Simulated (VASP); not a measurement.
Runs of VASP 6.6.1 on Al2GaSb3. The structure is that of space group P6/mmm (No. 191), or close to it. The cells are those of the table. The cell was built from a structure type or drawn by symmetry, and may not be a known phase.

```csv
task,cell,k mesh,cutoff (eV),gap on the mesh (eV),pressure (GPa),relaxed volume (Å³/atom)
relaxation of cell and atoms,"relaxed from a = 6.504, b = 6.504, c = 3.768 Å, angles 90.0, 90.0, 120.0°, 6 atoms",3 × 3 × 4,600,none,0.0,(b)
single point,"a = 7.099, b = 7.099, c = 3.899 Å, angles 90.0, 90.0, 120.0°, 6 atoms",3 × 3 × 4,520,none,0.2,-
single point,"a = 6.921, b = 6.921, c = 4.090 Å, angles 90.0, 90.0, 120.0°, 6 atoms",6 × 6 × 10,520,none,0.1,-
relaxation of cell and atoms,"relaxed from a = 7.099, b = 7.099, c = 3.899 Å, angles 90.0, 90.0, 120.0°, 6 atoms",6 × 6 × 10,600,none,0.0,(a)
single point,"a = 6.504, b = 6.504, c = 3.768 Å, angles 90.0, 90.0, 120.0°, 6 atoms",3 × 3 × 4,520,none,13.9,-
```

Alike in all rows: level PBE; potentials or basis VASP PAW PBE potentials, release 64 (Al, Ga_d, Sb); no spin polarisation; smearing gaussian 0.1 eV.

Question: Fill in the values left out.

Answer: (a) 28.34; (b) 28.49.

Caveats: some runs use coarse meshes; spin-orbit coupling is left out, which moves the levels of the heavy elements; the volume moved by over 15 % at a fixed basis, so the end points are rough (at least some runs).

A k mesh can miss the band edges, and the runs leave out spin-orbit coupling on Ga, Sb.

A gap of «none» marks levels without a gap at the run's occupations.
